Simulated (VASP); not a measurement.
# SiO2 (fluorite type) (Fm-3m) in VASP: a series of runs, part 2 of 3

VASP 6.6.1.

### Step 3. Single point, r2SCAN

File POSCAR:

```
SiO2
1.0
    0.0000000000      2.2757465681      2.2757465681
    2.2757465681      0.0000000000      2.2757465681
    2.2757465681      2.2757465681      0.0000000000
Si O
1 2
Direct
    0.0000000000      0.0000000000      0.0000000000
    0.2500000000      0.2500000000      0.2500000000
    0.7500000000      0.7500000000      0.7500000000
```

File INCAR.step1:

```
SYSTEM = SiO2
PREC = Accurate
ENCUT = 660
ISMEAR = -1
SIGMA = 0.1
LREAL = .FALSE.
LASPH = .TRUE.
NELM = 120
NBANDS = 15
GGA = PE
ALGO = Normal
EDIFF = 1E-5
LWAVE = .TRUE.
LCHARG = .FALSE.
GGA_COMPAT = .FALSE.
```

File INCAR.step2:

```
SYSTEM = SiO2
PREC = Accurate
ENCUT = 660
EDIFF = 1E-6
ISMEAR = -1
SIGMA = 0.1
LREAL = .FALSE.
LASPH = .TRUE.
NELM = 120
ALGO = Normal
ISIF = 2
LWAVE = .FALSE.
LCHARG = .TRUE.
METAGGA = R2SCAN
LMIXTAU = .TRUE.
LELF = .TRUE.
LVHAR = .TRUE.
NBANDS = 15
ISTART = 1
GGA_COMPAT = .FALSE.
```

File KPOINTS:

```
Automatic mesh
0
G
  13 13 13
  0 0 0
```

Potentials or basis: VASP PAW PBE potentials, release 64 (Si, O).

Command:

```console
cat potpaw_PBE.64/Si/POTCAR potpaw_PBE.64/O/POTCAR > POTCAR
cp INCAR.step1 INCAR
mpirun -np 1 vasp_std > vasp.out
cp INCAR.step2 INCAR
mpirun -np 1 vasp_std > vasp.out
```

OUTCAR:

```text
SYSTEM = SiO2
   PREC = Accurate
   ENCUT = 660
   EDIFF = 1E-6
   ISMEAR = -1
   LREAL = .FALSE.
   LASPH = .TRUE.
   NELM = 120
   ISIF = 2
   METAGGA = R2SCAN
   ISTART = 1

 ion  position               nearest neighbor table
   1  0.000  0.000  0.000-   3 1.97   3 1.97   3 1.97   2 1.97   2 1.97   2 1.97   3 1.97   2 1.97

   2  0.250  0.250  0.250-   1 1.97   1 1.97   1 1.97   1 1.97
   3  0.750  0.750  0.750-   1 1.97   1 1.97   1 1.97   1 1.97

  LATTYP: Found a face centered cubic cell.
 ALAT       =     4.5514931362

  Lattice vectors:

 A1 = (   0.0000000000,   2.2757465681,   2.2757465681)
 A2 = (   2.2757465681,   0.0000000000,   2.2757465681)
 A3 = (   2.2757465681,   2.2757465681,   0.0000000000)

Analysis of symmetry for initial positions (statically):
=====================================================================
 Subroutine PRICEL returns:
 Original cell was already a primitive cell.

 Routine SETGRP: Setting up the symmetry group for a
 face centered cubic supercell.

 Subroutine GETGRP returns: Found 48 space group operations
 (whereof 48 operations were pure point group operations)
 out of a pool of 48 trial point group operations.

The static configuration has the point symmetry O_h .

Analysis of symmetry for dynamics (positions and initial velocities):
=====================================================================
 Subroutine PRICEL returns:
 Original cell was already a primitive cell.

 Routine SETGRP: Setting up the symmetry group for a
 face centered cubic supercell.

 Subroutine GETGRP returns: Found 48 space group operations
 (whereof 48 operations were pure point group operations)
 out of a pool of 48 trial point group operations.

The dynamic configuration has the point symmetry O_h .

 Subroutine INISYM returns: Found 48 space group operations
 (whereof 48 operations are pure point group operations),
 and found     1 'primitive' translations

----------------------------------------------------------------------------------------

                                     Primitive cell

  volume of cell :      23.5723

  direct lattice vectors                    reciprocal lattice vectors
     0.000000000  2.275746568  2.275746568    -0.219708120  0.219708120  0.219708120
     2.275746568  0.000000000  2.275746568     0.219708120 -0.219708120  0.219708120
     2.275746568  2.275746568  0.000000000     0.219708120  0.219708120 -0.219708120

  length of vectors
     3.218391661  3.218391661  3.218391661     0.380545627  0.380545627  0.380545627

  position of ions in fractional coordinates (direct lattice)
     0.000000000  0.000000000  0.000000000
     0.250000000  0.250000000  0.250000000
     0.750000000  0.750000000  0.750000000

  ion indices of the primitive-cell ions
   primitive index   ion index
                 1           1
                 2           2
                 3           3

----------------------------------------------------------------------------------------

 KPOINTS: Automatic mesh

Automatic generation of k-mesh.
 Grid dimensions read from file:
 generate k-points for:   13   13   13

 Generating k-lattice:

  Cartesian coordinates                     Fractional coordinates (reciprocal lattice)
    -0.016900625  0.016900625  0.016900625     0.076923077  0.000000000  0.000000000
     0.016900625 -0.016900625  0.016900625     0.000000000  0.076923077  0.000000000
     0.016900625  0.016900625 -0.016900625     0.000000000  0.000000000  0.076923077

  Length of vectors
     0.029272741  0.029272741  0.029272741

  Shift w.r.t. Gamma in fractional coordinates (k-lattice)
     0.000000000  0.000000000  0.000000000

 Subroutine IBZKPT returns following result:
 ===========================================

 Found     84 irreducible k-points:

 Following reciprocal coordinates:
            Coordinates               Weight
  0.000000  0.000000  0.000000      1.000000
  0.076923  0.000000  0.000000      8.000000
  0.153846  0.000000  0.000000      8.000000
  0.230769  0.000000  0.000000      8.000000
  0.307692  0.000000  0.000000      8.000000
  0.384615  0.000000  0.000000      8.000000
[... 16 lines left out ...]
  0.384615  0.153846  0.000000     24.000000
  0.461538  0.153846  0.000000     24.000000
 [... further k-points ...]
   k-points           NKPTS =     84   k-points in BZ     NKDIM =     84   number of bands    NBANDS=     15
   number of dos      NEDOS =    301   number of ions     NIONS =      3
   total plane-waves  NPLWV =  21952
   dimension x,y,z NGX =    28 NGY =   28 NGZ =   28
   dimension x,y,z NGXF=    56 NGYF=   56 NGZF=   56
   ions per type =               1   2
   NGX,Y,Z   is equivalent  to a cutoff of  14.46, 14.46, 14.46 a.u.
   NGXF,Y,Z  is equivalent  to a cutoff of  28.93, 28.93, 28.93 a.u.
 SYSTEM =  SiO2
   PREC   = accura    normal or accurate (medium, high low for compatibility)
   ISTART =      1    job   : 0-new  1-cont  2-samecut
   ICHARG =      0    charge: 1-file 2-atom 10-const
   ISPIN  =      1    spin polarized calculation?
   LNONCOLLINEAR =      F non collinear calculations
   LSORBIT =      F    spin-orbit coupling
   LASPH  =      T    aspherical Exc in radial PAW
   ENCUT  =  660.0 eV  48.51 Ry    6.96 a.u.   6.74  6.74  6.74*2*pi/ulx,y,z
   NELM   =    120;   NELMIN=  2; NELMDL=  0     # of ELM steps
   EDIFF  = 0.1E-05   stopping-criterion for ELM
   LREAL  =      F    real-space projection
[... 7 lines left out ...]
   TEBEG  =    0.0;   TEEND  =   0.0 temperature during run
   PSTRESS=    0.0 pullay stress
   NELECT =      16.0000    total number of electrons
   NUPDOWN=      -1.0000    fix difference up-down
   EMIN   =  10.00;   EMAX   =-10.00  energy-range for DOS
   EFERMI =   0.00;   METHOD = LEGACY
   ISMEAR =    -1;   SIGMA  =   0.10  broadening in eV -4-tet -1-fermi 0-gaus
   EFERMI_NEDOS =   21; number of points for ismear=-14 and -15
   IALGO  =     38    algorithm
   IMIX   =      4    mixing-type and parameters
     AMIX     =   0.40;   BMIX     =  1.00
     AMIX_MAG =   1.60;   BMIX_MAG =  1.00
  volume/ion in A,a.u.               =       7.86        53.02
  Fermi-wavevector in a.u.,A,eV,Ry     =   1.438735  2.718816 28.163510  2.069960
  Thomas-Fermi vector in A             =   2.557669
   LORBIT       =      0    0 simple, 1 ext, 2 COOP (PROOUT), +10 PAW based schemes
   METAGGA = R2SCAN    functional components
   LHFCALC =     F    Hartree Fock is set to
   AEXX    =    0.0000 exact exchange contribution
   IVDW    =     0    specifies the selected vdW correction
   LEPSILON=     F    determine dielectric tensor
   LRPA    =     F    only Hartree local field effects (RPA)
 non-spin polarized calculation
  energy-cutoff  :      660.00
  volume of cell :       23.57
 maximum number of plane-waves:       926
   NGX = 13   NGY = 13   NGZ = 13

 number of electron      16.0000002 magnetization

 Free energy of the ion-electron system (eV)
  ---------------------------------------------------
  ext. energy  EPLUGINS =         0.00000000
  ---------------------------------------------------
  free energy    TOTEN  =       -25.79023710 eV

  energy without entropy =      -25.79023702  energy(sigma->0) =      -25.79023706

 E-fermi :  10.5510     XC(G=0): -13.0088

 val. band max:        9.1212587642   @ k =  -0.4615   0.4615   0.0000
 cond. band min:      11.8404690955   @ k =   0.4615   0.4615   0.0000
 fundamental gap:      2.7192103313
 Fermi energy:        10.5510475583

 k-point     1 :       0.0000    0.0000    0.0000
  band No.  band energies     occupation
      1     -14.7402      2.00000
      2      -7.9863      2.00000
      3       3.2144      2.00000
      4       3.2144      2.00000
      5       3.2144      2.00000
      6       6.8208      2.00000
      7       6.8208      2.00000
      8       6.8208      2.00000
      9      11.8514      0.00000
     10      15.8010      0.00000
     11      15.8010      0.00000
     12      15.8010      0.00000
     13      22.6091      0.00000
     14      22.6091      0.00000
[... 401 lines left out ...]
      2     -10.5569      2.00000
      3       0.6087      2.00000
      4       2.2690      2.00000
      5       2.4055      2.00000
      6       5.4660      2.00000
      7       6.2213      2.00000
      8       6.4252      2.00000
      9      15.0129      0.00000
     10      18.3453      0.00000
     11      20.2715      0.00000
     12      20.4554      0.00000
     13      22.6138      0.00000
     14      24.5107      0.00000
     15      28.8506      0.00000

 [... further k-points ...]

------------------------ aborting loop because EDIFF is reached ----------------------------------------

  FORCE on cell =-STRESS in cart. coord.  units (eV):
  Direction    XX          YY          ZZ          XY          YZ          ZX
  --------------------------------------------------------------------------------------
  -------------------------------------------------------------------------------------
  Total       -0.6633147     -0.6633147     -0.6633147      0.0000000      0.0000000      0.0000000
  in kB      -45.0846297    -45.0846297    -45.0846297      0.0000000      0.0000000      0.0000000
  external PRESSURE =     -45.0846297 kB  Pullay stress =       0.0000000 kB

 VOLUME and BASIS-vectors are now :
 -----------------------------------------------------------------------------
  energy-cutoff  :      660.00
  volume of cell :       23.57
      direct lattice vectors                 reciprocal lattice vectors
     0.000000000  2.275746568  2.275746568    -0.219708120  0.219708120  0.219708120
     2.275746568  0.000000000  2.275746568     0.219708120 -0.219708120  0.219708120
     2.275746568  2.275746568  0.000000000     0.219708120  0.219708120 -0.219708120

 POSITION                                       TOTAL-FORCE (eV/Angst)
 -----------------------------------------------------------------------------------
      0.00000      0.00000      0.00000         0.000000      0.000000      0.000000
      1.13787      1.13787      1.13787        -0.000000     -0.000000     -0.000000
      3.41362      3.41362      3.41362         0.000000      0.000000      0.000000
 -----------------------------------------------------------------------------------
    total drift:                                0.000000      0.000000      0.000000

  FREE ENERGIE OF THE ION-ELECTRON SYSTEM (eV)
  ---------------------------------------------------
  free  energy   TOTEN  =       -25.7902370988 eV

  energy  without entropy=      -25.7902370239  energy(sigma->0) =      -25.79023706
```

It took 83 s on 1 thread of Intel Xeon 6975P-C (Granite Rapids), shared host; peak memory 0.18 GiB.

Results:

| Item | Value |
| --- | --- |
| Free energy | -25.7902 eV |
| Pressure | -4.5 GPa |
| Band gap on the k mesh | 2.72 eV (least direct gap 2.79 eV) |

Levels at points of the mesh, in eV from the valence-band top:
```tsv
k point	band 5	band 6	band 7	band 8	band 9	band 10	band 11	band 12
(0.00, 0.00, 0.00)	-5.91	-2.30	-2.30	-2.30	2.73	6.68	6.68	6.68
```

Caveat: the cell stands under tension; the PAW data sets were made with another functional, which shifts forces and pressure a little; an odd mesh through Γ misses points on the zone boundary, where band edges can lie.

(Part 2 of 3 ends here.)
